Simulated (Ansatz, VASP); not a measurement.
Two plane-wave programs on SnO2

```
CELL_PARAMETERS angstrom
1.57865 0.91143 4.29273
-1.57865 0.91143 4.29273
0.00000 -1.82287 4.29273
ATOMIC_POSITIONS crystal
Sn 0.50000 0.50000 0.50000
O 0.24144 0.24144 0.24144
O 0.75856 0.75856 0.75856
```

Alike in both runs: task single point; functional PBEsol; k mesh 12 × 12 × 12; occupations gaussian, width 0.05 eV; no spin polarisation.

```csv
,VASP,Ansatz
version,VASP 6.6.1,Ansatz 0.2.0
potentials or method,"VASP PAW PBE potentials, release 64 (Sn_d, O), cutoff 520 eV","scalar-relativistic, plane waves, PAW"
valence electrons in the cell,26,26
```

Ansatz gave:

```
gap on the k mesh at the Fermi level (eV)                     : 2.17
least direct gap on the mesh (eV)                             : 2.24
pressure (GPa)                                                : 10.9
traceless stress, the component that is largest in VASP (GPa) : -3.75
rms of the force components (eV/Å)                            : 0.344
```

Q: Which values does VASP return?

A: gap on the k mesh at the Fermi level (eV): 2.15; least direct gap on the mesh (eV): 2.23; pressure (GPa): 11.9; traceless stress, the component that is largest in VASP (GPa): -4.35; rms of the force components (eV/Å): 0.378.

VASP's potentials were made for PBE, not for PBEsol, and Ansatz warns of the same on its side. Atom by atom the forces differ by 0.034 eV/Å (rms over components). The functional is the same, so the differences come from potentials, cutoffs and numerics.
